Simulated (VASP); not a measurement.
Input of a VASP 6.6.1 run:

INCAR

```
SYSTEM = SiGe
PREC = Accurate
ENCUT = 600
EDIFF = 1E-7
ISMEAR = 0
SIGMA = 0.02
LREAL = .False.
LASPH = .True.
NELM = 80
ALGO = Normal
ISIF = 4
LWAVE = .False.
LCHARG = .False.
GGA = PS
IBRION = 2
NSW = 50
EDIFFG = -0.01
```

The input KPOINTS:

```
Automatic mesh
0
Gamma
  12 12 6
  0 0 0
```

File POSCAR:

```
SiGe
1.0
    4.0275161778      0.0000000000      0.0000000000
   -2.0137580889      3.4879313241      0.0000000000
    0.0000000000      0.0000000000      6.6480587142
Si Ge
2 2
Direct
    0.6666666667      0.3333333333      0.8746776673
    0.3333333333      0.6666666667      0.3746776673
    0.6666666667      0.3333333333      0.5003213327
    0.3333333333      0.6666666667      0.0003213327
```

Potentials or basis: VASP PAW PBE potentials, release 64 (Si, Ge_d).

Command:

```sh
$ cat potpaw_PBE.64/Si/POTCAR potpaw_PBE.64/Ge_d/POTCAR > POTCAR
$ mpirun -np 1 vasp_std > vasp.out
```

Q: Predict the band gap on the k mesh.

A: 0.15 eV, direct.

Final structure:
```cif
data_structure
_symmetry_space_group_name_H-M 'P 1'
_symmetry_Int_Tables_number 1
_cell_length_a 4.0272
_cell_length_b 4.0272
_cell_length_c 6.6490
_cell_angle_alpha 90.000
_cell_angle_beta 90.000
_cell_angle_gamma 120.000
_cell_volume 93.39
loop_
_atom_site_label
_atom_site_type_symbol
_atom_site_fract_x
_atom_site_fract_y
_atom_site_fract_z
_atom_site_occupancy
Si1 Si 0.66667 0.33333 0.87482 1
Si2 Si 0.33333 0.66667 0.37482 1
Ge1 Ge 0.66667 0.33333 0.50018 1
Ge2 Ge 0.33333 0.66667 0.00018 1
```

 A k mesh can miss the band edges.
